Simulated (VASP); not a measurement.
# W3N4 (Pm-3m) in VASP: single point with PBE

Aim: the single point of W3N4 with PBE.

Everything below comes from runs of VASP 6.6.1. Logs are shortened: lines on timing, memory, paths and dates and some standing lists are left out, and cuts for length are marked.

## 1. The cell of the first run

The structure is cubic, space group Pm-3m (No. 221). Conventional cell: a = 4.122 Å, b = 4.122 Å, c = 4.122 Å, α = 90.00°, β = 90.00°, γ = 90.00°. Within 2.7 Å of W (site symmetry 4/mmm) lie 6 N at 2.06 Å. N (site symmetry m-3m) has 6 W at 2.06 Å within 2.7 Å. N (site symmetry 4/mmm) has 4 W at 2.06 Å within 2.7 Å.

## 2. Single point, PBE

INCAR reads:

```
PREC = Accurate ; ENCUT = 600
EDIFF = 1E-6 ; ISMEAR = 0
SIGMA = 0.05 ; LREAL = Auto
LASPH = True ; NELM = 120
ALGO = Normal ; ISIF = 2
LWAVE = False ; LCHARG = False
GGA = PE ; NBANDS = 282
GGA_COMPAT = False
```

KPOINTS reads:

```
regular mesh
0
Gamma
  2 2 2
```

POSCAR reads:

```
W3N4
1.0
    8.2440000000      0.0000000000      0.0000000000
    0.0000000000      8.2440000000      0.0000000000
    0.0000000000      0.0000000000      8.2440000000
W N
24 32
Direct
    0.2500000000      0.2500000000      0.0000000000
    0.2500000000      0.2500000000      0.5000000000
    0.2500000000      0.7500000000      0.0000000000
    0.2500000000      0.7500000000      0.5000000000
    0.7500000000      0.2500000000      0.0000000000
    0.7500000000      0.2500000000      0.5000000000
    0.7500000000      0.7500000000      0.0000000000
    0.7500000000      0.7500000000      0.5000000000
    0.0000000000      0.2500000000      0.2500000000
    0.0000000000      0.2500000000      0.7500000000
    0.0000000000      0.7500000000      0.2500000000
    0.0000000000      0.7500000000      0.7500000000
    0.5000000000      0.2500000000      0.2500000000
    0.5000000000      0.2500000000      0.7500000000
    0.5000000000      0.7500000000      0.2500000000
    0.5000000000      0.7500000000      0.7500000000
    0.2500000000      0.0000000000      0.2500000000
    0.2500000000      0.0000000000      0.7500000000
    0.2500000000      0.5000000000      0.2500000000
    0.2500000000      0.5000000000      0.7500000000
    0.7500000000      0.0000000000      0.2500000000
    0.7500000000      0.0000000000      0.7500000000
    0.7500000000      0.5000000000      0.2500000000
    0.7500000000      0.5000000000      0.7500000000
    0.2500000000      0.2500000000      0.2500000000
    0.2500000000      0.2500000000      0.7500000000
    0.2500000000      0.7500000000      0.2500000000
    0.2500000000      0.7500000000      0.7500000000
    0.7500000000      0.2500000000      0.2500000000
    0.7500000000      0.2500000000      0.7500000000
    0.7500000000      0.7500000000      0.2500000000
    0.7500000000      0.7500000000      0.7500000000
    0.2500000000      0.0000000000      0.0000000000
    0.2500000000      0.0000000000      0.5000000000
    0.2500000000      0.5000000000      0.0000000000
    0.2500000000      0.5000000000      0.5000000000
    0.7500000000      0.0000000000      0.0000000000
    0.7500000000      0.0000000000      0.5000000000
    0.7500000000      0.5000000000      0.0000000000
    0.7500000000      0.5000000000      0.5000000000
    0.0000000000      0.2500000000      0.0000000000
    0.0000000000      0.2500000000      0.5000000000
    0.0000000000      0.7500000000      0.0000000000
    0.0000000000      0.7500000000      0.5000000000
    0.5000000000      0.2500000000      0.0000000000
    0.5000000000      0.2500000000      0.5000000000
    0.5000000000      0.7500000000      0.0000000000
    0.5000000000      0.7500000000      0.5000000000
    0.0000000000      0.0000000000      0.2500000000
    0.0000000000      0.0000000000      0.7500000000
    0.0000000000      0.5000000000      0.2500000000
    0.0000000000      0.5000000000      0.7500000000
    0.5000000000      0.0000000000      0.2500000000
    0.5000000000      0.0000000000      0.7500000000
    0.5000000000      0.5000000000      0.2500000000
    0.5000000000      0.5000000000      0.7500000000
```

Potentials or basis: VASP PAW PBE potentials, release 64 (W_sv, N).

Launch:

```console
cat potpaw_PBE.64/W_sv/POTCAR potpaw_PBE.64/N/POTCAR > POTCAR
mpirun -np 1 vasp_std > vasp.out
```

OUTCAR:

```text
PREC = Accurate
   ENCUT = 600
   EDIFF = 1E-6
   ISMEAR = 0
   LREAL = Auto
   LASPH = True
   NELM = 120
   ISIF = 2
   GGA = PE

 ion  position               nearest neighbor table
   1  0.250  0.250  0.000-  25 2.06  26 2.06  33 2.06  35 2.06  41 2.06  45 2.06  19 2.91  20 2.91
                             9 2.91  10 2.91  13 2.91  14 2.91  17 2.91  18 2.91
   2  0.250  0.250  0.500-  25 2.06  26 2.06  34 2.06  36 2.06  42 2.06  46 2.06  19 2.91  20 2.91
                             9 2.91  10 2.91  13 2.91  14 2.91  17 2.91  18 2.91
   3  0.250  0.750  0.000-  27 2.06  28 2.06  33 2.06  35 2.06  43 2.06  47 2.06  19 2.91  20 2.91
                            11 2.91  12 2.91  15 2.91  16 2.91  17 2.91  18 2.91
   4  0.250  0.750  0.500-  27 2.06  28 2.06  34 2.06  36 2.06  44 2.06  48 2.06  19 2.91  20 2.91
                            11 2.91  12 2.91  15 2.91  16 2.91  17 2.91  18 2.91
   5  0.750  0.250  0.000-  29 2.06  30 2.06  37 2.06  39 2.06  41 2.06  45 2.06  23 2.91  24 2.91
                             9 2.91  10 2.91  13 2.91  14 2.91  21 2.91  22 2.91
   6  0.750  0.250  0.500-  29 2.06  30 2.06  38 2.06  40 2.06  42 2.06  46 2.06  23 2.91  24 2.91
                             9 2.91  10 2.91  13 2.91  14 2.91  21 2.91  22 2.91
   7  0.750  0.750  0.000-  31 2.06  32 2.06  37 2.06  39 2.06  43 2.06  47 2.06  23 2.91  24 2.91
                            11 2.91  12 2.91  15 2.91  16 2.91  21 2.91  22 2.91
   8  0.750  0.750  0.500-  31 2.06  32 2.06  38 2.06  40 2.06  44 2.06  48 2.06  23 2.91  24 2.91
                            11 2.91  12 2.91  15 2.91  16 2.91  21 2.91  22 2.91
   9  0.000  0.250  0.250-  25 2.06  29 2.06  41 2.06  42 2.06  49 2.06  51 2.06  21 2.91  23 2.91
[... 69 lines left out ...]
 A1 = (   8.2440000000,   0.0000000000,   0.0000000000)
 A2 = (   0.0000000000,   8.2440000000,   0.0000000000)
 A3 = (   0.0000000000,   0.0000000000,   8.2440000000)

Analysis of symmetry for initial positions (statically):
=====================================================================
 Subroutine PRICEL returns following result:

  LATTYP: Found a simple cubic cell.
 ALAT       =     4.1220000000

  Lattice vectors:

 A1 = (   4.1220000000,   0.0000000000,   0.0000000000)
 A2 = (   0.0000000000,   4.1220000000,   0.0000000000)
 A3 = (   0.0000000000,   0.0000000000,   4.1220000000)

   8 primitive cells build up your supercell.

 Routine SETGRP: Setting up the symmetry group for a
 simple cubic supercell.

 Subroutine GETGRP returns: Found 48 space group operations
 (whereof 48 operations were pure point group operations)
 out of a pool of 48 trial point group operations.

The static configuration has the point symmetry O_h .

Analysis of symmetry for dynamics (positions and initial velocities):
=====================================================================
 Subroutine PRICEL returns following result:

  LATTYP: Found a simple cubic cell.
 ALAT       =     4.1220000000

  Lattice vectors:

 A1 = (   4.1220000000,   0.0000000000,   0.0000000000)
 A2 = (   0.0000000000,   4.1220000000,   0.0000000000)
 A3 = (   0.0000000000,   0.0000000000,   4.1220000000)

   8 primitive cells build up your supercell.

 Routine SETGRP: Setting up the symmetry group for a
 simple cubic supercell.

 Subroutine GETGRP returns: Found 48 space group operations
 (whereof 48 operations were pure point group operations)
 out of a pool of 48 trial point group operations.

The dynamic configuration has the point symmetry O_h .

 Subroutine INISYM returns: Found 48 space group operations
 (whereof 48 operations are pure point group operations),
 and found     8 'primitive' translations

----------------------------------------------------------------------------------------

                                     Primitive cell

  volume of cell :      70.0364

  direct lattice vectors                    reciprocal lattice vectors
     4.122000000  0.000000000  0.000000000     0.242600679  0.000000000  0.000000000
     0.000000000  4.122000000  0.000000000     0.000000000  0.242600679  0.000000000
     0.000000000  0.000000000  4.122000000     0.000000000  0.000000000  0.242600679

  length of vectors
     4.122000000  4.122000000  4.122000000     0.242600679  0.242600679  0.242600679

  position of ions in fractional coordinates (direct lattice)
     0.500000000  0.500000000  0.000000000
     0.000000000  0.500000000  0.500000000
     0.500000000  0.000000000  0.500000000
     0.500000000  0.500000000  0.500000000
     0.500000000  0.000000000  0.000000000
     0.000000000  0.500000000  0.000000000
     0.000000000  0.000000000  0.500000000

  ion indices of the primitive-cell ions
   primitive index   ion index
                 1           1
                 2           9
                 3          17
                 4          25
                 5          33
                 6          41
                 7          49

----------------------------------------------------------------------------------------

 KPOINTS: regular mesh

Automatic generation of k-mesh.
 Grid dimensions read from file:
 generate k-points for:    2    2    2

 Generating k-lattice:

  Cartesian coordinates                     Fractional coordinates (reciprocal lattice)
     0.060650170  0.000000000  0.000000000     0.500000000  0.000000000  0.000000000
     0.000000000  0.060650170  0.000000000     0.000000000  0.500000000  0.000000000
     0.000000000  0.000000000  0.060650170     0.000000000  0.000000000  0.500000000

  Length of vectors
     0.060650170  0.060650170  0.060650170

  Shift w.r.t. Gamma in fractional coordinates (k-lattice)
     0.000000000  0.000000000  0.000000000

 Subroutine IBZKPT returns following result:
 ===========================================

 Found      4 irreducible k-points:

 Following reciprocal coordinates:
            Coordinates               Weight
  0.000000  0.000000  0.000000      1.000000
  0.500000  0.000000  0.000000      3.000000
  0.500000  0.500000  0.000000      3.000000
  0.500000  0.500000  0.500000      1.000000
   k-points           NKPTS =      4   k-points in BZ     NKDIM =      4   number of bands    NBANDS=    282
   number of dos      NEDOS =    301   number of ions     NIONS =     56
   total plane-waves  NPLWV = 343000
   dimension x,y,z NGX =    70 NGY =   70 NGZ =   70
   dimension x,y,z NGXF=   140 NGYF=  140 NGZF=  140
   ions per type =              24  32
   NGX,Y,Z   is equivalent  to a cutoff of  14.12, 14.12, 14.12 a.u.
   NGXF,Y,Z  is equivalent  to a cutoff of  28.23, 28.23, 28.23 a.u.
 SYSTEM =  unknown system
   PREC   = accura    normal or accurate (medium, high low for compatibility)
   ISTART =      0    job   : 0-new  1-cont  2-samecut
   ICHARG =      2    charge: 1-file 2-atom 10-const
   ISPIN  =      1    spin polarized calculation?
   LNONCOLLINEAR =      F non collinear calculations
   LSORBIT =      F    spin-orbit coupling
   LASPH  =      T    aspherical Exc in radial PAW
   ENCUT  =  600.0 eV  44.10 Ry    6.64 a.u.  16.47 16.47 16.47*2*pi/ulx,y,z
   NELM   =    120;   NELMIN=  2; NELMDL= -5     # of ELM steps
   EDIFF  = 0.1E-05   stopping-criterion for ELM
   LREAL  =      T    real-space projection
   EDIFFG = 0.1E-04   stopping-criterion for IOM
   NSW    =      0    number of steps for IOM
   IBRION =     -1    ionic relax: 0-MD 1-quasi-New 2-CG
   NFREE  =      0    steps in history (QN), initial steepest desc. (CG)
   ISIF   =      2    stress and relaxation
   ISYM   =      2    0-nonsym 1-usesym 2-fastsym
   POTIM  = 0.5000    time-step for ionic-motion
   TEBEG  =    0.0;   TEEND  =   0.0 temperature during run
   PSTRESS=    0.0 pullay stress
   NELECT =     496.0000    total number of electrons
   NUPDOWN=      -1.0000    fix difference up-down
   EMIN   =  10.00;   EMAX   =-10.00  energy-range for DOS
   EFERMI =   0.00;   METHOD = LEGACY
   ISMEAR =     0;   SIGMA  =   0.05  broadening in eV -4-tet -1-fermi 0-gaus
   EFERMI_NEDOS =   21; number of points for ismear=-14 and -15
   IALGO  =     38    algorithm
   IMIX   =      4    mixing-type and parameters
     AMIX     =   0.40;   BMIX     =  1.00
     AMIX_MAG =   1.60;   BMIX_MAG =  1.00
  volume/ion in A,a.u.               =      10.01        67.52
  Fermi-wavevector in a.u.,A,eV,Ry     =   1.571921  2.970500 33.619124  2.470936
  Thomas-Fermi vector in A             =   2.673433
   LORBIT       =      0    0 simple, 1 ext, 2 COOP (PROOUT), +10 PAW based schemes
   GGA     = PE    functional components
   LHFCALC =     F    Hartree Fock is set to
   AEXX    =    0.0000 exact exchange contribution
   IVDW    =     0    specifies the selected vdW correction
   LEPSILON=     F    determine dielectric tensor
   LRPA    =     F    only Hartree local field effects (RPA)
 non-spin polarized calculation
 Gauss-broadening in eV      SIGMA  =   0.05
  energy-cutoff  :      600.00
  volume of cell :      560.29
 maximum number of plane-waves:     18805
 NGX is ok and might be reduce to    70
   NGX = 33   NGY = 33   NGZ = 33

 number of electron     496.0000067 magnetization

 Free energy of the ion-electron system (eV)
  ---------------------------------------------------
  ext. energy  EPLUGINS =         0.00000000
  ---------------------------------------------------
  free energy    TOTEN  =      -573.89058645 eV

  energy without entropy =     -573.84358083  energy(sigma->0) =     -573.86708364

 E-fermi :  11.9049     XC(G=0): -13.3749

 val. band max:       11.8750168680   @ k =   0.5000   0.5000   0.0000
 cond. band min:      11.9498559356   @ k =   0.5000   0.0000   0.0000
 fundamental gap:      0.0748390676
 Fermi energy:        11.9049139047

 k-point     1 :       0.0000    0.0000    0.0000
  band No.  band energies     occupation
      1     -64.0834      2.00000
      2     -64.0536      2.00000
      3     -64.0536      2.00000
      4     -64.0536      2.00000
      5     -64.0239      2.00000
      6     -64.0239      2.00000
[... 1041 lines left out ...]
    259      12.7465      0.00000
    260      12.7465      0.00000
 [bands above 260 left out]

------------------------ aborting loop because EDIFF is reached ----------------------------------------

  FORCE on cell =-STRESS in cart. coord.  units (eV):
  Direction    XX          YY          ZZ          XY          YZ          ZX
  --------------------------------------------------------------------------------------
  -------------------------------------------------------------------------------------
  Total      105.6386970    105.6386970    105.6386970     -0.0000000      0.0000000     -0.0000000
  in kB      302.0783977    302.0783977    302.0783977     -0.0000000      0.0000000     -0.0000000
  external PRESSURE =     302.0783977 kB  Pullay stress =       0.0000000 kB

 VOLUME and BASIS-vectors are now :
 -----------------------------------------------------------------------------
  energy-cutoff  :      600.00
  volume of cell :      560.29
      direct lattice vectors                 reciprocal lattice vectors
     8.244000000  0.000000000  0.000000000     0.121300340  0.000000000  0.000000000
     0.000000000  8.244000000  0.000000000     0.000000000  0.121300340  0.000000000
     0.000000000  0.000000000  8.244000000     0.000000000  0.000000000  0.121300340

 POSITION                                       TOTAL-FORCE (eV/Angst)
 -----------------------------------------------------------------------------------
      2.06100      2.06100      0.00000         0.000000      0.000000     -0.000000
      2.06100      2.06100      4.12200         0.000000     -0.000000     -0.000000
      2.06100      6.18300      0.00000         0.000000     -0.000000     -0.000000
      2.06100      6.18300      4.12200        -0.000000      0.000000      0.000000
      6.18300      2.06100      0.00000        -0.000000      0.000000     -0.000000
      6.18300      2.06100      4.12200         0.000000     -0.000000     -0.000000
[... 48 lines left out ...]
      4.12200      4.12200      2.06100        -0.000000      0.000000      0.000000
      4.12200      4.12200      6.18300        -0.000000     -0.000000     -0.000000
 -----------------------------------------------------------------------------------
    total drift:                                0.000000     -0.000000      0.000000

  FREE ENERGIE OF THE ION-ELECTRON SYSTEM (eV)
  ---------------------------------------------------
  free  energy   TOTEN  =      -573.8905864456 eV

  energy  without entropy=     -573.8435808332  energy(sigma->0) =     -573.86708364
```

It took 55 min on 1 thread of Oxide Virtual Turin-like, shared host; peak memory 0.97 GiB.

What came out:

```yaml
Free_energy: -573.8906 eV
Pressure: 30.2 GPa
Band_gap_on_the_k_mesh: zero (bands 248 and 249 overlap by 0.27 eV)
```

Caveat: the k points lie up to 0.38 Å⁻¹ apart; spin-orbit coupling is left out, which moves the levels of the heavy elements.

The gap in the log of VASP goes by the Fermi energy; the results here count the filled bands.